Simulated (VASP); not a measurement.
Here is a VASP 6.6.1 calculation.

File POSCAR:

```
Si
1.0
    5.4442106826      0.0000000000      0.0000000000
    0.0000000000     -5.4442106826      0.0000000000
    0.0000000000      0.0000000000     -5.4442106826
Si
8
Direct
    0.5000000000      0.9380075424      1.0000000000
    0.0000000000      0.5000000000      1.0000000000
    0.0000000000      1.0000000000      0.5000000000
    0.5000000000      0.5000000000      0.5000000000
    0.7500000000      0.7500000000      0.7500000000
    0.2500000000      0.2500000000      0.7500000000
    0.2500000000      0.7500000000      0.2500000000
    0.7500000000      0.2500000000      0.2500000000
```

Contents of INCAR.step1:

```
  PREC = Accurate
  ENCUT = 520
  ISMEAR = 0
  SIGMA = 0.05
  LREAL = F
  LASPH = T
  NELM = 100
  NBANDS = 26
  GGA = PE
  ALGO = Normal
  EDIFF = 1E-4
  LWAVE = T
  LCHARG = F
```

File INCAR.step2:

```
  PREC = Accurate
  ENCUT = 520
  EDIFF = 1E-7
  ISMEAR = 0
  SIGMA = 0.05
  LREAL = F
  LASPH = T
  NELM = 100
  ALGO = Normal
  ISIF = 2
  LWAVE = F
  LCHARG = F
  METAGGA = R2SCAN
  LMIXTAU = T
  NBANDS = 26
  ISTART = 1
```

Contents of KPOINTS:

```
regular mesh
0
Gamma
  6 6 6
```

Potentials or basis: VASP PAW PBE potentials, release 64 (Si).

The run is started by

```sh
$ cat potpaw_PBE.64/Si/POTCAR > POTCAR
$ cp INCAR.step1 INCAR
$ mpirun -np 1 vasp_std > vasp.out
$ cp INCAR.step2 INCAR
$ mpirun -np 1 vasp_std > vasp.out
```

(1) What does it give for the pressure?

(2) What does it give for the band gap on the k mesh?

(3) Estimate the largest force.

Answers

(1) 0.9 GPa.

(2) 0.31 eV.

(3) 4.391 eV/Å.

Caveat: the cell differs from its parent crystal (atom 1 (Si) moved +0.338 Å along Cartesian [0 1 0]); semilocal functionals underestimate gaps, and a narrow one can read as zero; the PAW data sets were made with another functional, which shifts forces and pressure a little.
